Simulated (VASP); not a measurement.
# Al2Cl (Fm-3m) in VASP: a series of runs

Runs on Al2Cl. Level: PBE. Tasks: single point, relaxation of cell and atoms.

Program: VASP 6.6.1. These are calculated values, not measurements. Logs are shortened: lines on timing, memory, paths and dates and some standing lists are left out, and cuts for length are marked.

## (1) The cell of the first run

It takes space group Fm-3m (No. 225, cubic). Conventional cell: a = 6.548 Å, b = 6.548 Å, c = 6.548 Å, α = 90.00°, β = 90.00°, γ = 90.00°. Within 3.7 Å of Al (site symmetry -43m) lie 4 Cl at 2.84 Å and 6 Al at 3.27 Å. Cl (site symmetry m-3m) has 8 Al at 2.84 Å within 3.7 Å.

## (2) Single point, PBE

INCAR reads:

```
SYSTEM = Al2Cl
  ALGO = Normal
  EDIFF = 1E-7
  ENCUT = 520
  GGA = PE
  ISIF = 2
  ISMEAR = 0
  LASPH = .True.
  LCHARG = .False.
  LREAL = .False.
  LWAVE = .False.
  NBANDS = 14
  NELM = 60
  PREC = Accurate
  SIGMA = 0.1
```

KPOINTS reads:

```
k-points
0
Gamma
  4 4 4
  0 0 0
```

POSCAR reads:

```
Al2Cl
1.0
    0.0000000000      3.2739497700      3.2739497700
    3.2739497700      0.0000000000      3.2739497700
    3.2739497700      3.2739497700      0.0000000000
Al Cl
2 1
Direct
    0.2500000000      0.2500000000      0.2500000000
    0.7500000000      0.7500000000      0.7500000000
    0.5000000000      0.5000000000      0.5000000000
```

Potentials or basis: VASP PAW PBE potentials, release 64 (Al, Cl).

Launch:

```bash
cat potpaw_PBE.64/Al/POTCAR potpaw_PBE.64/Cl/POTCAR > POTCAR
mpirun -np 1 vasp_std > vasp.out
```

OUTCAR:

```text
SYSTEM = Al2Cl
   EDIFF = 1E-7
   ENCUT = 520
   GGA = PE
   ISIF = 2
   ISMEAR = 0
   LASPH = .True.
   LREAL = .False.
   NELM = 60
   PREC = Accurate

 ion  position               nearest neighbor table
   1  0.250  0.250  0.250-   3 2.84   3 2.84   3 2.84   3 2.84   2 3.27   2 3.27   2 3.27   2 3.27
                             2 3.27   2 3.27
   2  0.750  0.750  0.750-   3 2.84   3 2.84   3 2.84   3 2.84   1 3.27   1 3.27   1 3.27   1 3.27
                             1 3.27   1 3.27
   3  0.500  0.500  0.500-   1 2.84   2 2.84   1 2.84   1 2.84   1 2.84   2 2.84   2 2.84   2 2.84

  LATTYP: Found a face centered cubic cell.
 ALAT       =     6.5478995400

  Lattice vectors:

 A1 = (   0.0000000000,   3.2739497700,   3.2739497700)
 A2 = (   3.2739497700,   0.0000000000,   3.2739497700)
 A3 = (   3.2739497700,   3.2739497700,   0.0000000000)

Analysis of symmetry for initial positions (statically):
=====================================================================
 Subroutine PRICEL returns:
 Original cell was already a primitive cell.

 Routine SETGRP: Setting up the symmetry group for a
 face centered cubic supercell.

 Subroutine GETGRP returns: Found 48 space group operations
 (whereof 48 operations were pure point group operations)
 out of a pool of 48 trial point group operations.

The static configuration has the point symmetry O_h .

Analysis of symmetry for dynamics (positions and initial velocities):
=====================================================================
 Subroutine PRICEL returns:
 Original cell was already a primitive cell.

 Routine SETGRP: Setting up the symmetry group for a
 face centered cubic supercell.

 Subroutine GETGRP returns: Found 48 space group operations
 (whereof 48 operations were pure point group operations)
 out of a pool of 48 trial point group operations.

The dynamic configuration has the point symmetry O_h .

 Subroutine INISYM returns: Found 48 space group operations
 (whereof 48 operations are pure point group operations),
 and found     1 'primitive' translations

----------------------------------------------------------------------------------------

                                     Primitive cell

  volume of cell :      70.1853

  direct lattice vectors                    reciprocal lattice vectors
     0.000000000  3.273949770  3.273949770    -0.152720730  0.152720730  0.152720730
     3.273949770  0.000000000  3.273949770     0.152720730 -0.152720730  0.152720730
     3.273949770  3.273949770  0.000000000     0.152720730  0.152720730 -0.152720730

  length of vectors
     4.630064167  4.630064167  4.630064167     0.264520064  0.264520064  0.264520064

  position of ions in fractional coordinates (direct lattice)
     0.250000000  0.250000000  0.250000000
     0.750000000  0.750000000  0.750000000
     0.500000000  0.500000000  0.500000000

  ion indices of the primitive-cell ions
   primitive index   ion index
                 1           1
                 2           2
                 3           3

----------------------------------------------------------------------------------------

 KPOINTS: k-points

Automatic generation of k-mesh.
 Grid dimensions read from file:
 generate k-points for:    4    4    4

 Generating k-lattice:

  Cartesian coordinates                     Fractional coordinates (reciprocal lattice)
    -0.038180183  0.038180183  0.038180183     0.250000000  0.000000000  0.000000000
     0.038180183 -0.038180183  0.038180183     0.000000000  0.250000000  0.000000000
     0.038180183  0.038180183 -0.038180183     0.000000000  0.000000000  0.250000000

  Length of vectors
     0.066130016  0.066130016  0.066130016

  Shift w.r.t. Gamma in fractional coordinates (k-lattice)
     0.000000000  0.000000000  0.000000000

 Subroutine IBZKPT returns following result:
 ===========================================

 Found      8 irreducible k-points:

 Following reciprocal coordinates:
            Coordinates               Weight
  0.000000  0.000000  0.000000      1.000000
  0.250000  0.000000  0.000000      8.000000
  0.500000  0.000000  0.000000      4.000000
  0.250000  0.250000  0.000000      6.000000
  0.500000  0.250000  0.000000     24.000000
 -0.250000  0.250000  0.000000     12.000000
  0.500000  0.500000  0.000000      3.000000
 -0.250000  0.500000  0.250000      6.000000
   k-points           NKPTS =      8   k-points in BZ     NKDIM =      8   number of bands    NBANDS=     14
   number of dos      NEDOS =    301   number of ions     NIONS =      3
   total plane-waves  NPLWV =  46656
   dimension x,y,z NGX =    36 NGY =   36 NGZ =   36
   dimension x,y,z NGXF=    72 NGYF=   72 NGZF=   72
   ions per type =               2   1
   NGX,Y,Z   is equivalent  to a cutoff of  12.93, 12.93, 12.93 a.u.
   NGXF,Y,Z  is equivalent  to a cutoff of  25.85, 25.85, 25.85 a.u.
 SYSTEM =  Al2Cl
   PREC   = accura    normal or accurate (medium, high low for compatibility)
   ISTART =      0    job   : 0-new  1-cont  2-samecut
   ICHARG =      2    charge: 1-file 2-atom 10-const
   ISPIN  =      1    spin polarized calculation?
   LNONCOLLINEAR =      F non collinear calculations
   LSORBIT =      F    spin-orbit coupling
   LASPH  =      T    aspherical Exc in radial PAW
   ENCUT  =  520.0 eV  38.22 Ry    6.18 a.u.   8.61  8.61  8.61*2*pi/ulx,y,z
   NELM   =     60;   NELMIN=  2; NELMDL= -5     # of ELM steps
   EDIFF  = 0.1E-06   stopping-criterion for ELM
   LREAL  =      F    real-space projection
   EDIFFG = 0.1E-05   stopping-criterion for IOM
   NSW    =      0    number of steps for IOM
   IBRION =     -1    ionic relax: 0-MD 1-quasi-New 2-CG
   NFREE  =      0    steps in history (QN), initial steepest desc. (CG)
   ISIF   =      2    stress and relaxation
   ISYM   =      2    0-nonsym 1-usesym 2-fastsym
   POTIM  = 0.5000    time-step for ionic-motion
   TEBEG  =    0.0;   TEEND  =   0.0 temperature during run
   PSTRESS=    0.0 pullay stress
   NELECT =      13.0000    total number of electrons
   NUPDOWN=      -1.0000    fix difference up-down
   EMIN   =  10.00;   EMAX   =-10.00  energy-range for DOS
   EFERMI =   0.00;   METHOD = LEGACY
   ISMEAR =     0;   SIGMA  =   0.10  broadening in eV -4-tet -1-fermi 0-gaus
   EFERMI_NEDOS =   21; number of points for ismear=-14 and -15
   IALGO  =     38    algorithm
   IMIX   =      4    mixing-type and parameters
     AMIX     =   0.40;   BMIX     =  1.00
     AMIX_MAG =   1.60;   BMIX_MAG =  1.00
  volume/ion in A,a.u.               =      23.40       157.88
  Fermi-wavevector in a.u.,A,eV,Ry     =   0.933198  1.763489 11.848757  0.870859
  Thomas-Fermi vector in A             =   2.059875
   LORBIT       =      0    0 simple, 1 ext, 2 COOP (PROOUT), +10 PAW based schemes
   GGA     = PE    functional components
   LHFCALC =     F    Hartree Fock is set to
   AEXX    =    0.0000 exact exchange contribution
   IVDW    =     0    specifies the selected vdW correction
   LEPSILON=     F    determine dielectric tensor
   LRPA    =     F    only Hartree local field effects (RPA)
 non-spin polarized calculation
 Gauss-broadening in eV      SIGMA  =   0.10
  energy-cutoff  :      520.00
  volume of cell :       70.19
 maximum number of plane-waves:      1917
 NGX is ok and might be reduce to    36
   NGX = 17   NGY = 17   NGZ = 17

 number of electron      13.0000001 magnetization

 Free energy of the ion-electron system (eV)
  ---------------------------------------------------
  ext. energy  EPLUGINS =         0.00000000
  ---------------------------------------------------
  free energy    TOTEN  =        -7.60579624 eV

  energy without entropy =       -7.59389806  energy(sigma->0) =       -7.59984715

 E-fermi :   4.6810     XC(G=0):  -8.9091

 val. band max:        4.5778477329   @ k =   0.5000   0.2500   0.0000
 cond. band min:       4.7203345975   @ k =  -0.2500   0.5000   0.2500
 fundamental gap:      0.1424868647
 Fermi energy:         4.6809821392

 k-point     1 :       0.0000    0.0000    0.0000
  band No.  band energies     occupation
      1     -12.2338      2.00000
      2      -0.9397      2.00000
      3      -0.4888      2.00000
      4      -0.4888      2.00000
      5      -0.4888      2.00000
      6       5.0790      0.00000
      7       5.0790      0.00000
      8       5.0790      0.00000
      9       5.2127      0.00000
     10       9.6070      0.00000
     11       9.6070      0.00000
     12       9.6844      0.00000
     13       9.6844      0.00000
     14       9.6844      0.00000

 k-point     2 :       0.2500    0.0000    0.0000
  band No.  band energies     occupation
      1     -12.1509      2.00000
      2      -2.2586      2.00000
      3      -0.6263      2.00000
      4      -0.6263      2.00000
      5       0.7553      2.00000
      6       3.5303      2.00000
      7       5.4945      0.00000
      8       5.4945      0.00000
      9       7.5302      0.00000
     10       8.0321      0.00000
     11       8.0321      0.00000
     12       9.6446      0.00000
     13      12.2925      0.00000
     14      13.0178      0.00000

 k-point     3 :       0.5000    0.0000    0.0000
  band No.  band energies     occupation
      1     -12.0645      2.00000
      2      -2.8576      2.00000
      3      -0.7483      2.00000
      4      -0.7483      2.00000
      5       0.7128      2.00000
      6       4.3628      1.99999
      7       5.5695      0.00000
      8       5.5695      0.00000
      9       7.3555      0.00000
     10       8.6032      0.00000
     11       8.6032      0.00000
     12       9.1340      0.00000
     13      11.6972      0.00000
     14      11.6972      0.00000
[... 52 lines left out ...]
 k-point     7 :       0.5000    0.5000    0.0000
  band No.  band energies     occupation
      1     -12.0102      2.00000
      2      -2.8490      2.00000
      3      -1.1964      2.00000
      4      -1.1964      2.00000
      5       1.8195      2.00000
      6       2.9619      2.00000
      7       4.4289      1.99964
      8       7.0152      0.00000
      9       7.0152      0.00000
     10       9.9354      0.00000
     11      10.4185      0.00000
     12      10.4185      0.00000
     13      12.3278      0.00000
     14      13.0674      0.00000

 k-point     8 :      -0.2500    0.5000    0.2500
  band No.  band energies     occupation
      1     -12.0094      2.00000
      2      -2.2208      2.00000
      3      -2.2208      2.00000
      4      -1.3125      2.00000
      5       3.3910      2.00000
      6       3.3910      2.00000
      7       4.4414      1.99930
      8       4.7203      0.57785
      9       7.9277      0.00000
     10       7.9277      0.00000
     11      10.6396      0.00000
     12      12.0412      0.00000
     13      12.1573      0.00000
     14      12.3471      0.00000

------------------------ aborting loop because EDIFF is reached ----------------------------------------

  FORCE on cell =-STRESS in cart. coord.  units (eV):
  Direction    XX          YY          ZZ          XY          YZ          ZX
  --------------------------------------------------------------------------------------
  -------------------------------------------------------------------------------------
  Total        2.2972697      2.2972697      2.2972697     -0.0000000      0.0000000      0.0000000
  in kB       52.4416730     52.4416730     52.4416730     -0.0000000      0.0000000      0.0000000
  external PRESSURE =      52.4416730 kB  Pullay stress =       0.0000000 kB

 VOLUME and BASIS-vectors are now :
 -----------------------------------------------------------------------------
  energy-cutoff  :      520.00
  volume of cell :       70.19
      direct lattice vectors                 reciprocal lattice vectors
     0.000000000  3.273949770  3.273949770    -0.152720730  0.152720730  0.152720730
     3.273949770  0.000000000  3.273949770     0.152720730 -0.152720730  0.152720730
     3.273949770  3.273949770  0.000000000     0.152720730  0.152720730 -0.152720730

 POSITION                                       TOTAL-FORCE (eV/Angst)
 -----------------------------------------------------------------------------------
      1.63697      1.63697      1.63697        -0.000000     -0.000000     -0.000000
      4.91092      4.91092      4.91092         0.000000      0.000000      0.000000
      3.27395      3.27395      3.27395        -0.000000      0.000000      0.000000
 -----------------------------------------------------------------------------------
    total drift:                                0.000000      0.000000      0.000000

  FREE ENERGIE OF THE ION-ELECTRON SYSTEM (eV)
  ---------------------------------------------------
  free  energy   TOTEN  =        -7.6057962386 eV

  energy  without entropy=       -7.5938980610  energy(sigma->0) =       -7.59984715
```

It took 12 s on 1 thread of Intel Xeon Platinum 8488C (Sapphire Rapids), shared host; peak memory 0.19 GiB.

What came out:

* Free energy: -7.6058 eV
* Pressure: 5.2 GPa

Caveat: the k points lie up to 0.42 Å⁻¹ apart; an odd number of electrons without spin polarisation forces a metal; a magnetic or distorted state may lie lower.

## (3) Single point, PBE

This run uses another cell than the first one, of 28.12 Å³/atom, 1.202 times its volume.

INCAR reads:

```
SYSTEM = Al2Cl
  PREC = Accurate
  ENCUT = 520
  EDIFF = 1E-6
  ISMEAR = 0
  SIGMA = 0.1
  LREAL = .False.
  LASPH = .True.
  NELM = 60
  ALGO = Normal
  ISIF = 2
  LWAVE = .False.
  LCHARG = .False.
  GGA = PE
  NBANDS = 14
```

KPOINTS reads:

```
Automatic mesh
0
Gamma
  4 4 4
  0 0 0
```

POSCAR reads:

```
Al2Cl
1.0
    0.0000000000      3.4811053016      3.4811053016
    3.4811053016      0.0000000000      3.4811053016
    3.4811053016      3.4811053016      0.0000000000
Al Cl
2 1
Direct
    0.2500000000      0.2500000000      0.2500000000
    0.7500000000      0.7500000000      0.7500000000
    0.5000000000      0.5000000000      0.5000000000
```

Potentials or basis: VASP PAW PBE potentials, release 64 (Al, Cl).

Launch:

```bash
cat potpaw_PBE.64/Al/POTCAR potpaw_PBE.64/Cl/POTCAR > POTCAR
mpirun -np 1 vasp_std > vasp.out
```

Wall time 17 s (1 thread of Intel Xeon Platinum 8488C (Sapphire Rapids), shared host); peak memory 0.22 GiB.

It converged, with:

| Property | Result |
| --- | --- |
| Free energy | -7.8191 eV |
| Pressure | 0.2 GPa |

Levels at points of the mesh, in eV from the Fermi level:
| k point | band 3 | band 4 | band 5 | band 6 | band 7 | band 8 | band 9 | band 10 |
| --- | --- | --- | --- | --- | --- | --- | --- | --- |
| (0.00, 0.00, 0.00) | -4.61 | -4.61 | -4.61 | -0.59 | 0.48 | 0.48 | 0.48 | 4.46 |
| (0.50, 0.00, 0.00) | -4.82 | -4.82 | -4.03 | -0.99 | 0.99 | 0.99 | 2.23 | 3.28 |
| (0.50, 0.50, 0.00) | -5.16 | -5.16 | -3.03 | -1.40 | -0.98 | 1.82 | 1.82 | 4.74 |

Caveat: the k points lie up to 0.39 Å⁻¹ apart; an odd number of electrons without spin polarisation forces a metal; a magnetic or distorted state may lie lower.

## (4) Relaxation of cell and atoms, PBE

INCAR reads:

```
PREC = Accurate
ENCUT = 600
EDIFF = 1E-6
ISMEAR = 0
SIGMA = 0.1
LREAL = False
LASPH = True
NELM = 80
ALGO = Normal
ISIF = 3
LWAVE = False
LCHARG = False
GGA = PE
IBRION = 2
NSW = 90
EDIFFG = -0.04
```

KPOINTS reads:

```
regular mesh
0
Gamma
  4 4 4
```

POSCAR reads:

```
Al2Cl
1.0
    0.0000000000      3.2739497700      3.2739497700
    3.2739497700      0.0000000000      3.2739497700
    3.2739497700      3.2739497700      0.0000000000
Al Cl
2 1
Direct
    0.2500000000      0.2500000000      0.2500000000
    0.7500000000      0.7500000000      0.7500000000
    0.5000000000      0.5000000000      0.5000000000
```

Launch:

```bash
cat potpaw_PBE.64/Al/POTCAR potpaw_PBE.64/Cl/POTCAR > POTCAR
mpirun -np 1 vasp_std > vasp.out
```

Wall time 38 s (1 thread of Intel Xeon Platinum 8488C (Sapphire Rapids), shared host); peak memory 0.22 GiB.

Results (log left out):

| Property | Result |
| --- | --- |
| Free energy | -7.8185 eV |
| Relaxed volume | 28.25 Å³/atom |
| Relaxed cell | a = 4.931 Å, b = 4.931 Å, c = 4.931 Å, α = 60.00°, β = 60.00°, γ = 60.00° |
| Space group after relaxing (to 0.05 Å) | Fm-3m (No. 225) |
| Energy gained by relaxing | 70.8 meV/atom |
| Ionic steps | 3 |
| Pressure after relaxing | 0.1 GPa |

Step by step:
| step | energy change (eV) | largest force (eV/Å) | pressure (GPa) | volume (Å³) |
| --- | --- | --- | --- | --- |
| 1 | 0.0000 | 0.0000 | 5.27 | 70.19 |
| 2 | -0.1720 | 0.0000 | 2.02 | 78.30 |
| 3 | -0.2125 | 0.0000 | 0.11 | 84.76 |

Final structure:
```cif
data_structure
_symmetry_space_group_name_H-M 'P 1'
_symmetry_Int_Tables_number 1
_cell_length_a 4.9307
_cell_length_b 4.9307
_cell_length_c 4.9307
_cell_angle_alpha 60.000
_cell_angle_beta 60.000
_cell_angle_gamma 60.000
_cell_volume 84.76
loop_
_atom_site_label
_atom_site_type_symbol
_atom_site_fract_x
_atom_site_fract_y
_atom_site_fract_z
_atom_site_occupancy
Al1 Al 0.25000 0.25000 0.25000 1
Al2 Al 0.75000 0.75000 0.75000 1
Cl1 Cl 0.50000 0.50000 0.50000 1
```

Levels at points of the mesh, in eV from the Fermi level:
```csv
k point,band 4,band 5,band 6,band 7,band 8,band 9
"(0.00, 0.00, 0.00)",-4.60,-4.60,-0.62,0.48,0.48,0.48
"(0.50, 0.00, 0.00)",-4.80,-4.03,-1.01,0.99,0.99,2.22
"(0.50, 0.50, 0.00)",-5.15,-3.03,-1.39,-1.00,1.81,1.81
```

Caveat: the k points lie up to 0.39 Å⁻¹ apart in the final cell; the volume moved by over 15 % at a fixed basis, so the end points are rough; an odd number of electrons without spin polarisation forces a metal; a magnetic or distorted state may lie lower.

## (5) Single point, PBE

This run uses another cell than the first one, of 28.05 Å³/atom, 1.199 times its volume.

INCAR reads:

```
SYSTEM = Al2Cl
PREC = Accurate ; ENCUT = 520
EDIFF = 1E-6 ; ISMEAR = 0
SIGMA = 0.1 ; LREAL = .FALSE.
LASPH = .TRUE. ; NELM = 60
ALGO = Normal ; ISIF = 2
LWAVE = .FALSE. ; LCHARG = .TRUE.
GGA = PE ; LELF = .TRUE.
LVHAR = .TRUE. ; NBANDS = 14
```

KPOINTS reads:

```
Automatic mesh
0
G
  12 12 12
  0 0 0
```

POSCAR reads:

```
Al2Cl
1.0
    0.0000000000      3.4782629141      3.4782629141
    3.4782629141      0.0000000000      3.4782629141
    3.4782629141      3.4782629141      0.0000000000
Al Cl
2 1
Direct
    0.2500000000      0.2500000000      0.2500000000
    0.7500000000      0.7500000000      0.7500000000
    0.5000000000      0.5000000000      0.5000000000
```

Launch:

```bash
cat potpaw_PBE.64/Al/POTCAR potpaw_PBE.64/Cl/POTCAR > POTCAR
mpirun -np 1 vasp_std > vasp.out
```

It took 1.8 min on 1 thread of Intel Xeon Platinum 8488C (Sapphire Rapids), shared host; peak memory 0.26 GiB.

Results (log left out):

```yaml
Free_energy: -7.8526 eV
Pressure: -0.1 GPa
```

Levels at points of the mesh, in eV from the Fermi level:
| k point | band 2 | band 3 | band 4 | band 5 | band 6 | band 7 | band 8 | band 9 | band 10 | band 11 |
| --- | --- | --- | --- | --- | --- | --- | --- | --- | --- | --- |
| (0.00, 0.00, 0.00) | -5.77 | -4.83 | -4.83 | -4.83 | -0.82 | 0.24 | 0.24 | 0.24 | 4.23 | 4.23 |
| (0.50, 0.00, 0.00) | -6.90 | -5.04 | -5.04 | -4.26 | -1.21 | 0.75 | 0.75 | 2.00 | 3.05 | 3.05 |
| (0.50, 0.50, 0.00) | -6.94 | -5.39 | -5.39 | -3.26 | -1.63 | -1.19 | 1.60 | 1.60 | 4.52 | 4.85 |

Caveat: an odd number of electrons without spin polarisation forces a metal; a magnetic or distorted state may lie lower.

[end of part 1 of 2]
